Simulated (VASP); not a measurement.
TiN, 2 atoms in the cell. It takes space group Fm-3m (No. 225, cubic). The conventional cell has a = 4.248 Å, b = 4.248 Å, c = 4.248 Å, α = 90.00°, β = 90.00°, γ = 90.00°. Ti (site symmetry m-3m) has 6 N at 2.12 Å within 2.8 Å. N (site symmetry m-3m) has 6 Ti at 2.12 Å within 2.8 Å. 

| Property | Result |
| --- | --- |
| Program | VASP 6.6.1 |
| Task | single point |
| Functional | PBE |
| Potentials or basis | VASP PAW PBE potentials, release 64 (Ti_sv, N) |
| Cutoff | 520 eV |
| k mesh | 8 × 8 × 8 |
| Occupations | gaussian, width 0.1 eV |
| Spin | no spin polarisation |
| Dipole correction | no |
| Further INCAR settings | ALGO = Normal; EDIFF = 1e-06; NBANDS = 16 |

Potentials or basis: VASP PAW PBE potentials, release 64 (Ti_sv, N).

Run with:

```bash
$ cat potpaw_PBE.64/Ti_sv/POTCAR potpaw_PBE.64/N/POTCAR > POTCAR
$ mpirun -np 1 vasp_std > vasp.out
```

Hardware: 1 thread of Intel(R) Xeon(R) Platinum 8488C (Sapphire Rapids), with other jobs on the host.

Estimate the wall time of this run.

Run time: 8.6 s on 1 thread of Intel(R) Xeon(R) Platinum 8488C (Sapphire Rapids) (shared host), peak memory 0.14 GiB. Counts: scf iterations 15, k points 29.
